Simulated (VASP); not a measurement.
# Dy5C (P6/mmm) in VASP: further runs, part 2 of 2

VASP 6.6.1. Earlier steps stand in the parts before.

### 4 Relaxation of cell and atoms, PBE

This run uses another cell than the first one, of 24.23 Å³/atom.

Input file INCAR:

```
PREC = Accurate
ENCUT = 600
EDIFF = 1E-7
ISMEAR = 0
SIGMA = 0.2
LREAL = False
LASPH = True
NELM = 200
ALGO = Normal
ISIF = 3
LWAVE = False
LCHARG = False
GGA = PE
IBRION = 2
NSW = 36
EDIFFG = -0.08
GGA_COMPAT = False
NELMIN = 4
LMAXMIX = 6
```

Input file KPOINTS:

```
Automatic mesh
0
Gamma
  4 4 2
```

Input file POSCAR:

```
Dy5C
1.0
    4.4217382500      0.0000000000      0.0000000000
   -2.2108691300      3.8293376600      0.0000000000
    0.0000000000      0.0000000000      8.5849629100
Dy C
5 1
Direct
    0.0000000000      0.0000000000      0.5000000000
    0.3333333300      0.6666666700      0.2173861100
    0.3333333300      0.6666666700      0.7826138900
    0.6666666700      0.3333333300      0.7826138900
    0.6666666700      0.3333333300      0.2173861100
    0.0000000000      0.0000000000      0.0000000000
```

The run is started by

```
> cat potpaw_PBE.64/Dy_3/POTCAR potpaw_PBE.64/C/POTCAR > POTCAR
> mpirun -np 1 vasp_std > vasp.out
```

It took 8 min on 1 thread of Intel Xeon Platinum 8259CL at 2.50GHz (Skylake/Cascade Lake), shared host; peak memory 0.32 GiB.

It converged, with:

```
Free energy                           : -26.2826 eV
Relaxed volume                        : 25.36 Å³/atom
Relaxed cell                          : a = 5.334 Å, b = 5.334 Å, c = 6.177 Å, α = 90.00°, β = 90.00°, γ = 120.00°
Space group after relaxing (to 0.1 Å) : P6/mmm (No. 191)
Energy gained by relaxing             : 847.8 meV/atom
Ionic steps                           : 10
Pressure after relaxing               : -0.1 GPa
Largest force after relaxing          : 0.023 eV/Å
Band gap on the k mesh                : zero (an odd number of electrons rules out a gap without spin polarisation)
```

Forces in eV/Å, atoms in the order of the input:
```
Dy   0.000  0.000  0.000
Dy   0.000  0.000  0.023
Dy   0.000  0.000 -0.023
Dy   0.000  0.000 -0.023
Dy   0.000  0.000  0.023
C    0.000  0.000  0.000
```

Stress tensor (GPa, compression positive):
```
 0.08  0.00  0.00
 0.00  0.08  0.00
 0.00  0.00 -0.47
```

The path:
```
step  energy change (eV)  largest force (eV/Å)  pressure (GPa)  volume (Å³)
   1              0.0000                0.9506            8.24       145.36
   2             -3.0713                0.1506           -2.36       170.97
   3             -3.4225                0.2923           -4.92       183.12
   4             -4.2918                1.2494           -3.08       164.26
   5             -4.4171                1.8156           -1.60       156.92
   6             -4.9224                0.7627            2.60       142.51
   7             -4.9238                0.6546            3.07       141.47
   8             -5.0766                0.0252            0.34       150.31
   9             -5.0768                0.0448            0.26       150.67
  10             -5.0868                0.0230           -0.10       152.16
```

Final structure:
```cif
data_structure
_symmetry_space_group_name_H-M 'P 1'
_symmetry_Int_Tables_number 1
_cell_length_a 5.3335
_cell_length_b 5.3335
_cell_length_c 6.1767
_cell_angle_alpha 90.000
_cell_angle_beta 90.000
_cell_angle_gamma 120.000
_cell_volume 152.16
loop_
_atom_site_label
_atom_site_type_symbol
_atom_site_fract_x
_atom_site_fract_y
_atom_site_fract_z
_atom_site_occupancy
Dy1 Dy 0.00000 0.00000 0.50000 1
Dy2 Dy 0.33333 0.66667 0.23730 1
Dy3 Dy 0.33333 0.66667 0.76270 1
Dy4 Dy 0.66667 0.33333 0.76270 1
Dy5 Dy 0.66667 0.33333 0.23730 1
C1 C 0.00000 0.00000 0.00000 1
```

Levels at points of the mesh, in eV from the Fermi level:
| k point | band 22 | band 23 | band 24 | band 25 | band 26 | band 27 | band 28 | band 29 |
| --- | --- | --- | --- | --- | --- | --- | --- | --- |
| (0.00, 0.00, 0.00) | -1.61 | -0.59 | -0.02 | 0.14 | 0.14 | 0.93 | 0.93 | 1.22 |
| (0.50, 0.00, 0.00) | -0.83 | -0.71 | -0.60 | 0.08 | 0.34 | 0.35 | 0.73 | 0.88 |
| (0.00, 0.00, 0.50) | -0.87 | -0.87 | -0.03 | -0.03 | 0.83 | 0.95 | 1.37 | 1.37 |
| (0.50, 0.00, 0.50) | -0.62 | -0.39 | -0.32 | -0.06 | 0.69 | 0.74 | 0.87 | 1.08 |

Caveat: the k points lie up to 0.51 Å⁻¹ apart in the final cell, too coarse for converged energies and pressures of a metal; a cell axis changed by over 15 % at a fixed basis, so the end point is rough; spin-orbit coupling is left out, which moves the levels of the heavy elements; the 4f electrons are frozen in the core, so they carry no moment and show no levels. Spin polarisation is off, so any magnetic state and its effect on volume and gap are missing.

### 5 Relaxation of cell and atoms, PBE

This run uses another cell than the first one, of 24.45 Å³/atom.

Input file INCAR:

```
  PREC = Accurate
  ENCUT = 600
  EDIFF = 1E-7
  ISMEAR = 0
  SIGMA = 0.2
  LREAL = False
  LASPH = True
  NELM = 200
  ALGO = Normal
  ISIF = 3
  LWAVE = False
  LCHARG = False
  GGA = PE
  IBRION = 2
  NSW = 36
  EDIFFG = -0.08
  GGA_COMPAT = False
  NELMIN = 4
  LMAXMIX = 6
```

Input file KPOINTS:

```
regular mesh
0
Gamma
  4 4 3
```

Input file POSCAR:

```
Dy5C
1.0
    4.9973685300      0.0000000000      0.0000000000
   -2.4986842700      4.3278481000      0.0000000000
    0.0000000000      0.0000000000      6.7836817800
Dy C
5 1
Direct
    0.6666666700      0.3333333300      0.7959949400
    0.0000000000      0.0000000000      0.0000000000
    0.6666666700      0.3333333300      0.2040050600
    0.3333333300      0.6666666700      0.2040050600
    0.3333333300      0.6666666700      0.7959949400
    0.0000000000      0.0000000000      0.5000000000
```

The run is started by

```
> cat potpaw_PBE.64/Dy_3/POTCAR potpaw_PBE.64/C/POTCAR > POTCAR
> mpirun -np 1 vasp_std > vasp.out
```

Run time: 12 min. Hardware: 1 thread of Intel Xeon Platinum 8259CL at 2.50GHz (Skylake/Cascade Lake), shared host; peak memory 0.32 GiB.

The run converged. Its results:

* Free energy: -26.1968 eV
* Relaxed volume: 25.90 Å³/atom
* Relaxed cell: a = 5.425 Å, b = 5.425 Å, c = 6.097 Å, α = 90.00°, β = 90.00°, γ = 120.00°
* Space group after relaxing (to 0.1 Å): P6/mmm (No. 191)
* Energy gained by relaxing: 577.6 meV/atom
* Ionic steps: 12
* Pressure after relaxing: -0.2 GPa
* Largest force after relaxing: 0.011 eV/Å
* Band gap on the k mesh: zero (an odd number of electrons rules out a gap without spin polarisation)

Forces in eV/Å, atoms in the order of the input:
```
Dy   0.000  0.000 -0.011
Dy   0.000  0.000  0.000
Dy   0.000  0.000  0.011
Dy   0.000  0.000  0.011
Dy   0.000  0.000 -0.011
C    0.000  0.000  0.000
```

Stress tensor (GPa, compression positive):
```
-0.32  0.00  0.00
 0.00 -0.32  0.00
 0.00  0.00 -0.04
```

Step by step:
```
step  energy change (eV)  largest force (eV/Å)  pressure (GPa)  volume (Å³)
   1              0.0000                3.4234           10.58       146.72
   2             -2.3048                0.9819           -3.32       183.36
   3             -2.3063                0.9479           -3.48       184.12
   4             -2.9711                0.8028           -2.61       172.48
   5             -1.8470                2.8098            8.91       138.22
   6             -3.1998                0.8866           -1.17       164.83
   7             -3.3213                0.0921            1.84       151.45
   8             -3.3835                0.5195            0.39       156.77
   9             -3.3858                0.4472            0.65       155.70
  10             -3.4390                0.0110           -0.22       156.82
  11             -3.4406                0.0770           -0.39       157.06
  12             -3.4655                0.0107           -0.23       155.39
```

Final structure:
```
Dy C
1.0
     5.42468    0.00000    0.00000
    -2.71234    4.69791    0.00000
     0.00000    0.00000    6.09739
Dy C
5 1
Direct
  0.66667 0.33333 0.74173
  0.00000 0.00000 0.00000
  0.66667 0.33333 0.25827
  0.33333 0.66667 0.25827
  0.33333 0.66667 0.74173
  0.00000 0.00000 0.50000
```

Levels at points of the mesh, in eV from the Fermi level:
| k point | band 21 | band 22 | band 23 | band 24 | band 25 | band 26 | band 27 | band 28 |
| --- | --- | --- | --- | --- | --- | --- | --- | --- |
| (0.00, 0.00, 0.00) | -1.61 | -1.61 | -0.68 | -0.31 | 0.16 | 0.16 | 0.74 | 0.99 |
| (0.50, 0.00, 0.00) | -1.20 | -0.86 | -0.72 | -0.68 | -0.12 | 0.14 | 0.39 | 0.54 |

Caveat: the k points lie up to 0.34 Å⁻¹ apart in the final cell, too coarse for converged energies and pressures of a metal; spin-orbit coupling is left out, which moves the levels of the heavy elements; the 4f electrons are frozen in the core, so they carry no moment and show no levels. Spin polarisation is off, so any magnetic state and its effect on volume and gap are missing.

### 6 Relaxation of cell and atoms, PBE

This run uses another cell than the first one, of 25.83 Å³/atom.

Input file INCAR:

```
ALGO = Normal
EDIFF = 1E-7
EDIFFG = -0.08
ENCUT = 600
GGA = PE
GGA_COMPAT = False
IBRION = 2
ISIF = 3
ISMEAR = 0
LASPH = True
LCHARG = False
LMAXMIX = 6
LREAL = False
LWAVE = False
NELM = 200
NELMIN = 4
NSW = 36
PREC = Accurate
SIGMA = 0.2
```

Input file KPOINTS:

```
k-points
0
Gamma
  4 4 2
```

Input file POSCAR:

```
Dy5C
1.0
    4.6154800800      0.0000000000      0.0000000000
   -2.3077400400      3.9971230000      0.0000000000
    0.0000000000      0.0000000000      8.4003668700
Dy C
5 1
Direct
    0.0000000000      0.0000000000      0.8280237100
    0.0000000000      0.0000000000      0.1719762900
    0.5000000000      0.0000000000      0.0000000000
    0.0000000000      0.5000000000      0.0000000000
    0.5000000000      0.5000000000      0.0000000000
    0.0000000000      0.0000000000      0.5000000000
```

Potentials or basis: VASP PAW PBE potentials, release 64 (Dy_3, C), 4f in core.

The run is started by

```
> cat potpaw_PBE.64/Dy_3/POTCAR potpaw_PBE.64/C/POTCAR > POTCAR
> mpirun -np 1 vasp_std > vasp.out
```

It took 21 min on 1 thread of Intel Xeon Platinum 8259CL at 2.50GHz (Skylake/Cascade Lake), shared host; peak memory 0.36 GiB.

Results (log left out):

```
Free energy                           : -24.0941 eV
Relaxed volume                        : 47.59 Å³/atom
Relaxed cell                          : a = 6.609 Å, b = 6.609 Å, c = 7.549 Å, α = 90.00°, β = 90.00°, γ = 120.00°
Space group after relaxing (to 0.1 Å) : P6/mmm (No. 191)
Energy gained by relaxing             : 3311.6 meV/atom
Ionic steps                           : 12
Pressure after relaxing               : 0.0 GPa
Largest force after relaxing          : 0.058 eV/Å
Band gap on the k mesh                : zero (an odd number of electrons rules out a gap without spin polarisation)
```

Forces on the atoms (eV/Å):
```
Dy   0.000  0.000  0.058
Dy   0.000  0.000 -0.058
Dy   0.000  0.000  0.000
Dy   0.000  0.000  0.000
Dy   0.000  0.000  0.000
C    0.000  0.000  0.000
```

Stress tensor (GPa, compression positive):
```
-0.12  0.00  0.00
 0.00 -0.12  0.00
 0.00  0.00  0.10
```

Step by step:
```
step  energy change (eV)  largest force (eV/Å)  pressure (GPa)  volume (Å³)
   1              0.0000                8.9725           47.98       154.98
   2            -17.4564                1.0405           -4.30       389.55
   3            -18.0274                1.4099           -0.37       292.76
   4            -18.2003                1.1450           -2.48       326.88
   5            -18.2105                1.1777           -2.18       320.70
   6            -19.5932                0.7203           -1.03       296.12
   7            -19.8376                0.1506            0.03       285.11
   8            -19.8429                0.3706            0.25       283.08
   9            -19.8425                0.2815            0.16       283.87
  10            -19.8568                0.1716           -0.04       286.13
  11            -19.8638                0.0027           -0.32       289.25
  12            -19.8698                0.0582           -0.05       285.54
```

Final structure:
```
CELL_PARAMETERS angstrom
6.60873 0.00000 0.00000
-3.30437 5.72333 0.00000
0.00000 0.00000 7.54910
ATOMIC_POSITIONS crystal
Dy 0.00000 0.00000 0.78274
Dy 0.00000 0.00000 0.21726
Dy 0.50000 0.00000 0.00000
Dy 0.00000 0.50000 0.00000
Dy 0.50000 0.50000 0.00000
C 0.00000 0.00000 0.50000
```

Levels at points of the mesh, in eV from the Fermi level:
| k point | band 21 | band 22 | band 23 | band 24 | band 25 | band 26 | band 27 | band 28 | band 29 |
| --- | --- | --- | --- | --- | --- | --- | --- | --- | --- |
| (0.00, 0.00, 0.00) | -0.52 | -0.52 | -0.37 | -0.35 | 0.00 | 0.05 | 0.44 | 0.44 | 1.18 |
| (0.50, 0.00, 0.00) | -0.68 | -0.15 | -0.07 | -0.06 | 0.05 | 0.06 | 0.60 | 0.65 | 0.66 |
| (0.00, 0.00, 0.50) | -0.61 | -0.46 | -0.39 | -0.17 | -0.17 | 0.43 | 0.43 | 0.63 | 0.65 |
| (0.50, 0.00, 0.50) | -0.69 | -0.46 | -0.43 | -0.21 | -0.21 | 0.45 | 0.63 | 0.64 | 0.72 |

Caveat: the k points lie up to 0.42 Å⁻¹ apart in the final cell, too coarse for converged energies and pressures of a metal; the volume moved by over 15 % at a fixed basis, so the end points are rough; the highest band is partly filled, so the run has too few bands; spin-orbit coupling is left out, which moves the levels of the heavy elements; the 4f electrons are frozen in the core, so they carry no moment and show no levels; the relaxation stopped at a loose force limit of 0.08 eV/Å, so its end isn't a converged minimum. Spin polarisation is off, so any magnetic state and its effect on volume and gap are missing.

### 7 Summary

| task | cell | k mesh | gap on the mesh (eV) | pressure (GPa) | relaxed volume (Å³/atom) | largest force (eV/Å) |
| --- | --- | --- | --- | --- | --- | --- |
| relaxation of cell and atoms | relaxed from a = 5.962, b = 5.962, c = 4.785 Å, angles 90.0, 90.0, 120.0°, 6 atoms, atomic positions A | 3 × 3 × 4 | none | 0.1 | 32.07 | - |
| single point | a = 6.568, b = 6.568, c = 7.533 Å, angles 90.0, 90.0, 120.0°, 6 atoms, atomic positions B | 4 × 4 × 2 | none | 0.5 | - | 0.09 |
| relaxation of cell and atoms | relaxed from a = 4.422, b = 4.422, c = 8.585 Å, angles 90.0, 90.0, 120.0°, 6 atoms, atomic positions C | 4 × 4 × 2 | none | -0.1 | 25.36 | 0.02 |
| relaxation of cell and atoms | relaxed from a = 4.997, b = 4.997, c = 6.784 Å, angles 90.0, 90.0, 120.0°, 6 atoms, atomic positions D | 4 × 4 × 3 | none | -0.2 | 25.90 | 0.01 |
| relaxation of cell and atoms | relaxed from a = 4.615, b = 4.615, c = 8.400 Å, angles 90.0, 90.0, 120.0°, 6 atoms, atomic positions E | 4 × 4 × 2 | none | 0.0 | 47.59 | 0.06 |

Alike in all rows: level PBE; potentials or basis VASP PAW PBE potentials, release 64 (Dy_3, C), 4f in core; no spin polarisation; cutoff (eV) 600; smearing gaussian 0.2 eV.

Caveats: all runs use coarse meshes; spin-orbit coupling is left out, which moves the levels of the heavy elements; the 4f electrons are frozen in the core, so they carry no moment and show no levels; the volume moved by over 15 % at a fixed basis, so the end points are rough (at least some runs); the highest band is partly filled, so the run has too few bands (at least some runs); a cell axis changed by over 15 % at a fixed basis, so the end point is rough (at least some runs); the relaxation stopped at a loose force limit of 0.08 eV/Å, so its end isn't a converged minimum (at least some runs).

Absolute energies hang on the potentials; compare differences alone.
